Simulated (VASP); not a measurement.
# Sn (Fm-3m) in VASP: further runs

Sn is run at these levels: BLYP; tasks: single point.

All numbers are computed with VASP 6.6.1; they aren't measurements. Logs are shortened: lines on timing, memory, paths and dates and some standing lists are left out, and cuts for length are marked.

### Step 1. The cell of the first run

It takes space group Fm-3m (No. 225, cubic). Conventional cell: a = 5.109 Å, b = 5.109 Å, c = 5.109 Å, α = 90.00°, β = 90.00°, γ = 90.00°. Sn (site symmetry m-3m) has 12 Sn at 3.61 Å within 4.7 Å.

### Step 2. Single point, BLYP (volume scaled by 1.08)

Contents of INCAR:

```
SYSTEM = Sn
PREC = Accurate
ENCUT = 520
EDIFF = 1E-6
ISMEAR = -1
SIGMA = 0.1
LREAL = .FALSE.
LASPH = .TRUE.
NELM = 80
ALGO = Normal
ISIF = 2
LWAVE = .FALSE.
LCHARG = .TRUE.
GGA = B5
ALDAX = 1.0
AGGAX = 1.0
AGGAC = 1.0
ALDAC = 0.0
LELF = .TRUE.
LVHAR = .TRUE.
NBANDS = 13
```

Contents of KPOINTS:

```
regular mesh
0
G
  12 12 12
  0 0 0
```

Contents of POSCAR:

```
Sn
1.0
    0.0000000000      2.5545691038      2.5545691038
    2.5545691038      0.0000000000      2.5545691038
    2.5545691038      2.5545691038      0.0000000000
Sn
1
Direct
    0.0000000000      0.0000000000      0.0000000000
```

Potentials or basis: VASP PAW PBE potentials, release 64 (Sn_d).

Launch:

```console
cat potpaw_PBE.64/Sn_d/POTCAR > POTCAR
mpirun -np 1 vasp_std > vasp.out
```

OUTCAR:

```text
SYSTEM = Sn
   PREC = Accurate
   ENCUT = 520
   EDIFF = 1E-6
   ISMEAR = -1
   LREAL = .FALSE.
   LASPH = .TRUE.
   NELM = 80
   ISIF = 2
   GGA = B5

 ion  position               nearest neighbor table
   1  0.000  0.000  0.000-

  LATTYP: Found a face centered cubic cell.
 ALAT       =     5.1091382076

  Lattice vectors:

 A1 = (   0.0000000000,   2.5545691038,   2.5545691038)
 A2 = (   2.5545691038,   0.0000000000,   2.5545691038)
 A3 = (   2.5545691038,   2.5545691038,   0.0000000000)

Analysis of symmetry for initial positions (statically):
=====================================================================
 Subroutine PRICEL returns:
 Original cell was already a primitive cell.

 Routine SETGRP: Setting up the symmetry group for a
 face centered cubic supercell.

 Subroutine GETGRP returns: Found 48 space group operations
 (whereof 48 operations were pure point group operations)
 out of a pool of 48 trial point group operations.

The static configuration has the point symmetry O_h .

Analysis of symmetry for dynamics (positions and initial velocities):
=====================================================================
 Subroutine PRICEL returns:
 Original cell was already a primitive cell.

 Routine SETGRP: Setting up the symmetry group for a
 face centered cubic supercell.

 Subroutine GETGRP returns: Found 48 space group operations
 (whereof 48 operations were pure point group operations)
 out of a pool of 48 trial point group operations.

The dynamic configuration has the point symmetry O_h .

 Subroutine INISYM returns: Found 48 space group operations
 (whereof 48 operations are pure point group operations),
 and found     1 'primitive' translations

----------------------------------------------------------------------------------------

                                     Primitive cell

  volume of cell :      33.3413

  direct lattice vectors                    reciprocal lattice vectors
     0.000000000  2.554569104  2.554569104    -0.195727725  0.195727725  0.195727725
     2.554569104  0.000000000  2.554569104     0.195727725 -0.195727725  0.195727725
     2.554569104  2.554569104  0.000000000     0.195727725  0.195727725 -0.195727725

  length of vectors
     3.612706273  3.612706273  3.612706273     0.339010365  0.339010365  0.339010365

  position of ions in fractional coordinates (direct lattice)
     0.000000000  0.000000000  0.000000000

  ion indices of the primitive-cell ions
   primitive index   ion index
                 1           1

----------------------------------------------------------------------------------------

 KPOINTS: regular mesh

Automatic generation of k-mesh.
 Grid dimensions read from file:
 generate k-points for:   12   12   12

 Generating k-lattice:

  Cartesian coordinates                     Fractional coordinates (reciprocal lattice)
    -0.016310644  0.016310644  0.016310644     0.083333333  0.000000000  0.000000000
     0.016310644 -0.016310644  0.016310644     0.000000000  0.083333333  0.000000000
     0.016310644  0.016310644 -0.016310644     0.000000000  0.000000000  0.083333333

  Length of vectors
     0.028250864  0.028250864  0.028250864

  Shift w.r.t. Gamma in fractional coordinates (k-lattice)
     0.000000000  0.000000000  0.000000000

 Subroutine IBZKPT returns following result:
 ===========================================

 Found     72 irreducible k-points:

 Following reciprocal coordinates:
            Coordinates               Weight
  0.000000  0.000000  0.000000      1.000000
  0.083333  0.000000  0.000000      8.000000
  0.166667  0.000000  0.000000      8.000000
  0.250000  0.000000  0.000000      8.000000
  0.333333  0.000000  0.000000      8.000000
  0.416667  0.000000  0.000000      8.000000
[... 16 lines left out ...]
  0.500000  0.166667  0.000000     24.000000
 -0.416667  0.166667  0.000000     24.000000
 [... further k-points ...]
   k-points           NKPTS =     72   k-points in BZ     NKDIM =     72   number of bands    NBANDS=     13
   number of dos      NEDOS =    301   number of ions     NIONS =      1
   total plane-waves  NPLWV =  21952
   dimension x,y,z NGX =    28 NGY =   28 NGZ =   28
   dimension x,y,z NGXF=    56 NGYF=   56 NGZF=   56
   ions per type =               1
   NGX,Y,Z   is equivalent  to a cutoff of  12.88, 12.88, 12.88 a.u.
   NGXF,Y,Z  is equivalent  to a cutoff of  25.77, 25.77, 25.77 a.u.
 SYSTEM =  Sn
   PREC   = accura    normal or accurate (medium, high low for compatibility)
   ISTART =      0    job   : 0-new  1-cont  2-samecut
   ICHARG =      2    charge: 1-file 2-atom 10-const
   ISPIN  =      1    spin polarized calculation?
   LNONCOLLINEAR =      F non collinear calculations
   LSORBIT =      F    spin-orbit coupling
   LASPH  =      T    aspherical Exc in radial PAW
   ENCUT  =  520.0 eV  38.22 Ry    6.18 a.u.   6.72  6.72  6.72*2*pi/ulx,y,z
   NELM   =     80;   NELMIN=  2; NELMDL= -5     # of ELM steps
   EDIFF  = 0.1E-05   stopping-criterion for ELM
   LREAL  =      F    real-space projection
   EDIFFG = 0.1E-04   stopping-criterion for IOM
   NSW    =      0    number of steps for IOM
   IBRION =     -1    ionic relax: 0-MD 1-quasi-New 2-CG
   NFREE  =      0    steps in history (QN), initial steepest desc. (CG)
   ISIF   =      2    stress and relaxation
   ISYM   =      2    0-nonsym 1-usesym 2-fastsym
   POTIM  = 0.5000    time-step for ionic-motion
   TEBEG  =    0.0;   TEEND  =   0.0 temperature during run
   PSTRESS=    0.0 pullay stress
   NELECT =      14.0000    total number of electrons
   NUPDOWN=      -1.0000    fix difference up-down
   EMIN   =  10.00;   EMAX   =-10.00  energy-range for DOS
   EFERMI =   0.00;   METHOD = LEGACY
   ISMEAR =    -1;   SIGMA  =   0.10  broadening in eV -4-tet -1-fermi 0-gaus
   EFERMI_NEDOS =   21; number of points for ismear=-14 and -15
   IALGO  =     38    algorithm
   IMIX   =      4    mixing-type and parameters
     AMIX     =   0.40;   BMIX     =  1.00
     AMIX_MAG =   1.60;   BMIX_MAG =  1.00
  volume/ion in A,a.u.               =      33.34       225.00
  Fermi-wavevector in a.u.,A,eV,Ry     =   1.225904  2.316623 20.447394  1.502841
  Thomas-Fermi vector in A             =   2.360925
   LORBIT       =      0    0 simple, 1 ext, 2 COOP (PROOUT), +10 PAW based schemes
   GGA     = B5    functional components
   LHFCALC =     F    Hartree Fock is set to
   AEXX    =    0.0000 exact exchange contribution
   IVDW    =     0    specifies the selected vdW correction
   LEPSILON=     F    determine dielectric tensor
   LRPA    =     F    only Hartree local field effects (RPA)
 non-spin polarized calculation
  energy-cutoff  :      520.00
  volume of cell :       33.34
 maximum number of plane-waves:       934
   NGX = 13   NGY = 13   NGZ = 13

 number of electron      13.9999992 magnetization

 Free energy of the ion-electron system (eV)
  ---------------------------------------------------
  ext. energy  EPLUGINS =         0.00000000
  ---------------------------------------------------
  free energy    TOTEN  =        -2.94730638 eV

  energy without entropy =       -2.91943689  energy(sigma->0) =       -2.93337164

 E-fermi :   6.3465     XC(G=0):  -8.8358

 val. band max:        6.2884246707   @ k =  -0.3333   0.3333   0.1667
 cond. band min:       6.3553054985   @ k =  -0.4167   0.4167   0.1667
 fundamental gap:      0.0668808278
 Fermi energy:         6.3464836003

 k-point     1 :       0.0000    0.0000    0.0000
  band No.  band energies     occupation
      1     -15.1390      2.00000
      2     -15.1390      2.00000
      3     -15.1390      2.00000
      4     -15.0997      2.00000
      5     -15.0997      2.00000
      6      -3.4892      2.00000
      7      12.2415      0.00000
      8      12.2415      0.00000
      9      12.2415      0.00000
     10      17.0075      0.00000
     11      17.1344      0.00000
     12      17.1344      0.00000
     13      17.1344      0.00000

 k-point     2 :       0.0833    0.0000    0.0000
  band No.  band energies     occupation
      1     -15.1384      2.00000
      2     -15.1360      2.00000
      3     -15.1360      2.00000
      4     -15.0996      2.00000
      5     -15.0996      2.00000
      6      -3.3717      2.00000
      7      11.1984      0.00000
      8      12.0989      0.00000
      9      12.0989      0.00000
     10      16.0391      0.00000
     11      17.3955      0.00000
     12      17.3955      0.00000
     13      18.3605      0.00000

 k-point     3 :       0.1667    0.0000    0.0000
  band No.  band energies     occupation
      1     -15.1369      2.00000
      2     -15.1302      2.00000
      3     -15.1302      2.00000
      4     -15.0972      2.00000
      5     -15.0972      2.00000
      6      -3.0208      2.00000
      7       9.1638      0.00000
      8      11.7656      0.00000
      9      11.7656      0.00000
     10      15.5067      0.00000
     11      17.8245      0.00000
     12      17.8245      0.00000
     13      19.0998      0.00000
[... 305 lines left out ...]
 k-point    23 :       0.5000    0.1667    0.0000
  band No.  band energies     occupation
      1     -15.1424      2.00000
      2     -15.1196      2.00000
      3     -15.1152      2.00000
      4     -15.0762      2.00000
      5     -15.0572      2.00000
      6      -0.2006      2.00000
      7       3.5565      2.00000
      8       8.5434      0.00000
      9       9.8347      0.00000
     10      13.7107      0.00000
     11      17.5564      0.00000
     12      18.0609      0.00000
     13      19.9981      0.00000

 k-point    24 :      -0.4167    0.1667    0.0000
  band No.  band energies     occupation
      1     -15.1392      2.00000
      2     -15.1188      2.00000
      3     -15.1167      2.00000
      4     -15.0711      2.00000
      5     -15.0633      2.00000
      6      -0.0393      2.00000
      7       3.3294      2.00000
      8       8.1690      0.00000
      9      10.1647      0.00000
     10      13.9805      0.00000
     11      17.4022      0.00000
     12      17.6567      0.00000
     13      20.6777      0.00000

 [... further k-points ...]

------------------------ aborting loop because EDIFF is reached ----------------------------------------

  FORCE on cell =-STRESS in cart. coord.  units (eV):
  Direction    XX          YY          ZZ          XY          YZ          ZX
  --------------------------------------------------------------------------------------
  -------------------------------------------------------------------------------------
  Total       -0.4357186     -0.4357186     -0.4357186      0.0000000     -0.0000000      0.0000000
  in kB      -20.9379308    -20.9379308    -20.9379308      0.0000000     -0.0000000      0.0000000
  external PRESSURE =     -20.9379308 kB  Pullay stress =       0.0000000 kB

 VOLUME and BASIS-vectors are now :
 -----------------------------------------------------------------------------
  energy-cutoff  :      520.00
  volume of cell :       33.34
      direct lattice vectors                 reciprocal lattice vectors
     0.000000000  2.554569104  2.554569104    -0.195727725  0.195727725  0.195727725
     2.554569104  0.000000000  2.554569104     0.195727725 -0.195727725  0.195727725
     2.554569104  2.554569104  0.000000000     0.195727725  0.195727725 -0.195727725

 POSITION                                       TOTAL-FORCE (eV/Angst)
 -----------------------------------------------------------------------------------
      0.00000      0.00000      0.00000         0.000000      0.000000     -0.000000
 -----------------------------------------------------------------------------------
    total drift:                               -0.000000     -0.000000     -0.000000

  FREE ENERGIE OF THE ION-ELECTRON SYSTEM (eV)
  ---------------------------------------------------
  free  energy   TOTEN  =        -2.9473063812 eV

  energy  without entropy=       -2.9194368910  energy(sigma->0) =       -2.93337164
```

Run time: 17 s. Hardware: 1 thread of Intel Xeon 6975P-C (Granite Rapids), shared host; peak memory 0.17 GiB.

What came out:

* Free energy: -2.9473 eV
* Pressure: -2.1 GPa
* Band gap on the k mesh: zero (band 7 reaches 12.24 eV, above the bottom of band 8 at 4.93 eV)

Caveat: the cell differs from its parent crystal (volume scaled by 1.08); the PAW data sets were made with another functional, which shifts forces and pressure a little; spin-orbit coupling is left out, which moves the levels of the heavy elements.

### Step 3. Single point, BLYP (volume scaled by 1.12)

Contents of INCAR:

```
SYSTEM = Sn
  AGGAC = 1.0
  AGGAX = 1.0
  ALDAC = 0.0
  ALDAX = 1.0
  ALGO = Normal
  EDIFF = 1E-7
  ENCUT = 520
  GGA = B5
  ISIF = 2
  ISMEAR = -1
  LASPH = .True.
  LCHARG = .False.
  LREAL = .False.
  LWAVE = .False.
  NBANDS = 13
  NELM = 80
  PREC = Accurate
  SIGMA = 0.1
```

Contents of KPOINTS:

```
k-points
0
Gamma
  12 12 12
  0 0 0
```

Contents of POSCAR:

```
Sn
1.0
    0.0000000000      2.5857254562      2.5857254562
    2.5857254562      0.0000000000      2.5857254562
    2.5857254562      2.5857254562      0.0000000000
Sn
1
Direct
    0.0000000000      0.0000000000      0.0000000000
```

Potentials or basis: VASP PAW PBE potentials, release 64 (Sn_d).

Launch:

```console
cat potpaw_PBE.64/Sn_d/POTCAR > POTCAR
mpirun -np 1 vasp_std > vasp.out
```

Run time: 15 s. Hardware: 1 thread of Intel Xeon 6975P-C (Granite Rapids), shared host; peak memory 0.17 GiB.

It converged, with:

```yaml
Free_energy: -2.9287 eV
Pressure: -2.9 GPa
Band_gap_on_the_k_mesh: zero (band 7 reaches 11.63 eV, above the bottom of band 8 at 4.65 eV)
```

Levels at points of the mesh, in eV from the Fermi level:
```csv
k point,band 4,band 5,band 6,band 7,band 8,band 9,band 10,band 11
"(0.00, 0.00, 0.00)",-21.45,-21.45,-9.64,5.64,5.64,5.64,10.60,10.60
"(0.50, 0.00, 0.00)",-21.42,-21.42,-6.64,-3.40,4.29,4.29,8.49,9.73
"(0.50, 0.50, 0.00)",-21.41,-21.41,-5.39,-2.67,1.68,1.68,5.16,5.71
```

Caveat: the cell differs from its parent crystal (volume scaled by 1.12); the PAW data sets were made with another functional, which shifts forces and pressure a little; spin-orbit coupling is left out, which moves the levels of the heavy elements.

### Step 4. Single point, BLYP

This run uses another cell than the first one, of 30.87 Å³/atom, 0.926 times its volume.

Contents of INCAR:

```
AGGAC    = 1.0          
AGGAX    = 1.0          
ALDAC    = 0.0          
ALDAX    = 1.0          
ALGO     = Normal         # electronic algorithm
EDIFF    = 1E-6           # SCF threshold, eV
ENCUT    = 520            # plane-wave cutoff, eV
GGA      = B5             # functional
ISIF     = 2              # what is computed and relaxed
ISMEAR   = -1             # smearing method
LASPH    = T              # aspherical terms in the spheres
LCHARG   = T              # write CHGCAR
LELF     = T              # ELF
LREAL    = F              # projectors in reciprocal space
LVHAR    = T            
LWAVE    = F              # write WAVECAR
NBANDS   = 13             # bands
NELM     = 100            # most SCF steps
PREC     = Accurate       # precision mode
SIGMA    = 0.1            # smearing width, eV
```

Contents of KPOINTS:

```
k-points
0
Gamma
  18 18 18
```

Contents of POSCAR:

```
Sn
1.0
    0.0000000000      2.4898684577      2.4898684577
    2.4898684577      0.0000000000      2.4898684577
    2.4898684577      2.4898684577      0.0000000000
Sn
1
Direct
    0.0000000000      0.0000000000      0.0000000000
```

Launch:

```console
cat potpaw_PBE.64/Sn_d/POTCAR > POTCAR
mpirun -np 1 vasp_std > vasp.out
```

It took 33 s on 1 thread of Intel Xeon 6975P-C (Granite Rapids), shared host; peak memory 0.2 GiB.

Results (log left out):

```yaml
Free_energy: -2.9700 eV
Pressure: 0.1 GPa
Band_gap_on_the_k_mesh: zero (band 7 reaches 13.61 eV, above the bottom of band 8 at 5.57 eV)
```

Levels at points of the mesh, in eV from the Fermi level:
| k point | band 4 | band 5 | band 6 | band 7 | band 8 | band 9 | band 10 | band 11 |
| --- | --- | --- | --- | --- | --- | --- | --- | --- |
| (0.00, 0.00, 0.00) | -21.46 | -21.46 | -10.30 | 6.45 | 6.45 | 6.45 | 10.77 | 11.20 |
| (0.50, 0.00, 0.00) | -21.40 | -21.40 | -6.76 | -3.90 | 4.87 | 4.87 | 9.32 | 10.22 |
| (0.50, 0.50, 0.00) | -21.39 | -21.39 | -5.23 | -3.07 | 1.82 | 1.82 | 5.39 | 5.85 |

Caveat: the PAW data sets were made with another functional, which shifts forces and pressure a little; spin-orbit coupling is left out, which moves the levels of the heavy elements.

### Step 5. Summary

| cell | k mesh | gap on the mesh (eV) | pressure (GPa) |
| --- | --- | --- | --- |
| a = 3.613 Å, angles 60.0°, 1 atom | 12 × 12 × 12 | none | -2.1 |
| a = 3.657 Å, angles 60.0°, 1 atom | 12 × 12 × 12 | none | -2.9 |
| a = 3.521 Å, angles 60.0°, 1 atom | 18 × 18 × 18 | none | 0.1 |

Alike in all rows: task single point; level BLYP; potentials or basis VASP PAW PBE potentials, release 64 (Sn_d); no spin polarisation; cutoff (eV) 520; smearing fermi-dirac 0.1 eV.

Caveats: the PAW data sets were made with another functional, which shifts forces and pressure a little; spin-orbit coupling is left out, which moves the levels of the heavy elements.

Total energies depend on the potentials used, so only differences within one code and one set of settings carry meaning.
